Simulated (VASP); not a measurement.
# NbAs (I4_1md) in VASP: settings compared, part 2 of 2

VASP 6.6.1.

**3. Single point, r2SCAN**

This run uses another cell than the first one, of 17.59 Å³/atom.

File POSCAR:

```
NbAs
1.0
   -1.7284174900      1.7284174900      5.8864512274
    1.7284174900     -1.7284174900      5.8864512274
    1.7284174900      1.7284174900     -5.8864512274
Nb As
2 2
Direct
   -0.0008483372     -0.0008483372      0.0000000000
    0.7491516628      0.2491516628      0.5000000000
    0.4168483372      0.4168483372      0.0000000000
    0.1668483372      0.6668483372      0.5000000000
```

File INCAR.step1:

```
SYSTEM = NbAs
PREC     = Accurate       ! precision mode
ENCUT    = 520            ! plane-wave cutoff, eV
ISMEAR   = -1             ! smearing method
SIGMA    = 0.1            ! smearing width, eV
LREAL    = .FALSE.        ! projectors in reciprocal space
LASPH    = .TRUE.         ! aspherical terms in the spheres
NELM     = 100            ! most SCF steps
NBANDS   = 26             ! bands
GGA      = PE             ! functional
ALGO     = Normal         ! electronic algorithm
EDIFF    = 1E-4           ! SCF threshold, eV
LWAVE    = .TRUE.         ! write WAVECAR
LCHARG   = .FALSE.        ! write CHGCAR
```

File INCAR.step2:

```
SYSTEM = NbAs
PREC     = Accurate       ! precision mode
ENCUT    = 520            ! plane-wave cutoff, eV
EDIFF    = 1E-6           ! SCF threshold, eV
ISMEAR   = -1             ! smearing method
SIGMA    = 0.1            ! smearing width, eV
LREAL    = .FALSE.        ! projectors in reciprocal space
LASPH    = .TRUE.         ! aspherical terms in the spheres
NELM     = 100            ! most SCF steps
ALGO     = Normal         ! electronic algorithm
ISIF     = 2              ! what is computed and relaxed
LWAVE    = .FALSE.        ! write WAVECAR
LCHARG   = .FALSE.        ! write CHGCAR
METAGGA  = R2SCAN         ! meta-GGA
LMIXTAU  = .TRUE.       
NBANDS   = 26             ! bands
ISTART   = 1
```

File KPOINTS:

```
Automatic mesh
0
G
  9 9 9
  0 0 0
```

Potentials or basis: VASP PAW PBE potentials, release 64 (Nb_sv, As).

On the command line:

```
$ cat potpaw_PBE.64/Nb_sv/POTCAR potpaw_PBE.64/As/POTCAR > POTCAR
$ cp INCAR.step1 INCAR
$ mpirun -np 1 vasp_std > vasp.out
$ cp INCAR.step2 INCAR
$ mpirun -np 1 vasp_std > vasp.out
```

OUTCAR:

```text
SYSTEM = NbAs
   PREC = Accurate
   ENCUT = 520
   EDIFF = 1E-6
   ISMEAR = -1
   LREAL = .FALSE.
   LASPH = .TRUE.
   NELM = 100
   ISIF = 2
   METAGGA = R2SCAN
   ISTART = 1

 ion  position               nearest neighbor table
   1  0.999  0.999  0.000-   4 2.62   4 2.62   3 2.63   3 2.63   3 2.63   3 2.63
   2  0.749  0.249  0.500-   3 2.62   3 2.62   4 2.63   4 2.63   4 2.63   4 2.63
   3  0.417  0.417  0.000-   2 2.62   2 2.62   1 2.63   1 2.63   1 2.63   1 2.63
   4  0.167  0.667  0.500-   1 2.62   1 2.62   2 2.63   2 2.63   2 2.63   2 2.63

  LATTYP: Found a body centered tetragonal cell.
 ALAT       =     3.4568349800
 C/A-ratio  =     3.4056883024

  Lattice vectors:

 A1 = (  -1.7284174900,   1.7284174900,   5.8864512274)
 A2 = (   1.7284174900,  -1.7284174900,   5.8864512274)
 A3 = (   1.7284174900,   1.7284174900,  -5.8864512274)

Analysis of symmetry for initial positions (statically):
[... 174 lines left out ...]
  free energy    TOTEN  =       -82.27627141 eV

  energy without entropy =      -82.24691137  energy(sigma->0) =      -82.26159139

 E-fermi :   9.4844     XC(G=0): -12.5895

 val. band max:        9.4838045466   @ k =  -0.1111  -0.4444   0.1111
 cond. band min:       9.5015067591   @ k =  -0.1111   0.4444   0.1111
 fundamental gap:      0.0177022125
 Fermi energy:         9.4844347823

 k-point     1 :       0.0000    0.0000    0.0000
  band No.  band energies     occupation
      1     -47.5586      2.00000
      2     -47.5295      2.00000
      3     -23.0623      2.00000
      4     -22.9458      2.00000
      5     -22.9458      2.00000
      6     -22.7964      2.00000
[... 685 lines left out ...]
     25      15.2839      0.00000
     26      15.4006      0.00000

 [... further k-points ...]

------------------------ aborting loop because EDIFF is reached ----------------------------------------

  FORCE on cell =-STRESS in cart. coord.  units (eV):
  Direction    XX          YY          ZZ          XY          YZ          ZX
  --------------------------------------------------------------------------------------
  -------------------------------------------------------------------------------------
  Total        0.0058955      0.0058955     -0.0207656      0.0000000      0.0000000      0.0000000
  in kB        0.1342834      0.1342834     -0.4729823      0.0000000      0.0000000      0.0000000
  external PRESSURE =      -0.0681385 kB  Pullay stress =       0.0000000 kB

 VOLUME and BASIS-vectors are now :
 -----------------------------------------------------------------------------
  energy-cutoff  :      520.00
  volume of cell :       70.34
      direct lattice vectors                 reciprocal lattice vectors
    -1.728417490  1.728417490  5.886451227     0.000000000  0.289281960  0.084940821
     1.728417490 -1.728417490  5.886451227     0.289281960  0.000000000  0.084940821
     1.728417490  1.728417490 -5.886451227     0.289281960  0.289281960  0.000000000

 POSITION                                       TOTAL-FORCE (eV/Angst)
 -----------------------------------------------------------------------------------
      0.00000      0.00000     11.76292         0.000000     -0.000000     -0.002340
      0.00000      1.72842      2.93324        -0.000000      0.000000     -0.002340
      0.00000      0.00000      4.90751         0.000000      0.000000      0.002340
      1.72842      0.00000      1.96429        -0.000000     -0.000000      0.002340
 -----------------------------------------------------------------------------------
    total drift:                               -0.000000     -0.000000     -0.000258

  FREE ENERGIE OF THE ION-ELECTRON SYSTEM (eV)
  ---------------------------------------------------
  free  energy   TOTEN  =       -82.2762714081 eV

  energy  without entropy=      -82.2469113660  energy(sigma->0) =      -82.26159139
```

Wall time 30 min (1 thread of Intel Xeon 8259CL, shared host); peak memory 0.43 GiB.

Results:

| Item | Value |
| --- | --- |
| Free energy | -82.2763 eV |
| Pressure | 0.0 GPa |
| Band gap on the k mesh | zero (bands 18 and 19 overlap by 0.09 eV) |

Forces on the atoms (eV/Å):
```
Nb   0.000  0.000 -0.002
Nb   0.000  0.000 -0.002
As   0.000  0.000  0.002
As   0.000  0.000  0.002
```

Caveat: the PAW data sets were made with another functional, which shifts forces and pressure a little.

**4. Single point, r2SCAN**

This run uses another cell than the first one, of 16.53 Å³/atom.

File POSCAR:

```
NbAs
1.0
   -1.6931337600      1.6931337600      5.7662858500
    1.6931337600     -1.6931337600      5.7662858500
    1.6931337600      1.6931337600     -5.7662858500
Nb As
2 2
Direct
   -0.0009606907     -0.0009606907      0.0000000000
    0.7490393093      0.2490393093      0.5000000000
    0.4169606907      0.4169606907      0.0000000000
    0.1669606907      0.6669606907      0.5000000000
```

File INCAR.step1:

```
PREC = Accurate
ENCUT = 520
ISMEAR = -1
SIGMA = 0.1
LREAL = F
LASPH = T
NELM = 60
NBANDS = 26
GGA = PE
ALGO = Normal
EDIFF = 1E-4
LWAVE = T
LCHARG = F
```

File INCAR.step2:

```
PREC = Accurate
ENCUT = 520
EDIFF = 1E-6
ISMEAR = -1
SIGMA = 0.1
LREAL = F
LASPH = T
NELM = 60
ALGO = Normal
ISIF = 2
LWAVE = F
LCHARG = F
METAGGA = R2SCAN
LMIXTAU = T
NBANDS = 26
ISTART = 1
```

File KPOINTS:

```
regular mesh
0
Gamma
  11 11 11
```

On the command line:

```
$ cat potpaw_PBE.64/Nb_sv/POTCAR potpaw_PBE.64/As/POTCAR > POTCAR
$ cp INCAR.step1 INCAR
$ mpirun -np 1 vasp_std > vasp.out
$ cp INCAR.step2 INCAR
$ mpirun -np 1 vasp_std > vasp.out
```

Wall time 36 min (1 thread of Intel Xeon 8259CL, shared host); peak memory 0.48 GiB.

Results (log left out):

| Quantity | Value |
| --- | --- |
| Free energy | -82.1262 eV |
| Pressure | 12.2 GPa |
| Band gap on the k mesh | zero (filled and empty bands touch) |

Stress tensor (GPa, compression positive):
```
12.94  0.00  0.00
 0.00 12.94  0.00
 0.00  0.00 10.80
```

Levels at points of the mesh, in eV from the Fermi level:
| k point | band 14 | band 15 | band 16 | band 17 | band 18 | band 19 | band 20 | band 21 | band 22 | band 23 |
| --- | --- | --- | --- | --- | --- | --- | --- | --- | --- | --- |
| (0.00, 0.00, 0.00) | -2.43 | -2.30 | -1.92 | -1.52 | -1.52 | 0.84 | 1.47 | 2.77 | 3.37 | 3.37 |

Caveat: the cell stands under pressure; the PAW data sets were made with another functional, which shifts forces and pressure a little.

**5. The runs side by side**

| level | cell | k mesh | gap on the mesh (eV) | pressure (GPa) |
| --- | --- | --- | --- | --- |
| PBE | a = 6.371 Å, angles 148.4, 148.4, 45.3°, 4 atoms, atomic positions A | 9 × 9 × 9 | none | 0.0 |
| r2SCAN | a = 6.374 Å, angles 148.5, 148.5, 45.1°, 4 atoms, atomic positions B | 9 × 9 × 9 | none | 0.0 |
| r2SCAN | a = 6.244 Å, angles 148.5, 148.5, 45.1°, 4 atoms, atomic positions C | 11 × 11 × 11 | none | 12.2 |

Alike in all rows: task single point; potentials or basis VASP PAW PBE potentials, release 64 (Nb_sv, As); no spin polarisation; cutoff (eV) 520; smearing fermi-dirac 0.1 eV.

Caveats: the PAW data sets were made with another functional, which shifts forces and pressure a little (at least some runs); the cell stands under pressure (at least some runs).

Total energies depend on the potentials used, so only differences within one code and one set of settings carry meaning.

The gap in the log of VASP goes by the Fermi energy; the results here count the filled bands.